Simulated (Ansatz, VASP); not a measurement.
CdSiN2 in VASP and in Ansatz

```
CELL_PARAMETERS angstrom
3.03399 0.00000 0.00000
0.00000 3.03399 0.00000
0.00000 0.00000 5.11023
ATOMIC_POSITIONS crystal
Cd 0.00000 0.00000 0.00000
N 0.00000 0.50000 0.31974
N 0.50000 0.00000 0.68026
Si 0.50000 0.50000 0.50000
```

Alike in both runs: task single point; functional PBE; k mesh 8 × 8 × 6; occupations fermi-dirac, width 0.02 eV; non-collinear spin, spin-orbit coupling.

|  | VASP | Ansatz |
| --- | --- | --- |
| version | VASP 6.6.1 | Ansatz 0.2.0 |
| potentials or method | VASP PAW PBE potentials, release 64 (Cd, N, Si) | plane waves, PAW |
| plane-wave cutoff (eV) | 520 | 420 |
| valence electrons in the cell | 26 | 34 |

|  | VASP | Ansatz | Ansatz less VASP |
| --- | --- | --- | --- |
| pressure (GPa) | 5.3 | 4.5 | -0.76 |
| rms of the force components (eV/Å) | 0.007 | 0.040 | +0.0330 |

The functional is the same, so the differences come from potentials, cutoffs and numerics. VASP's potentials hold 26 valence electrons a cell and Ansatz's 34, so a difference there can come from the potentials and not from the codes.
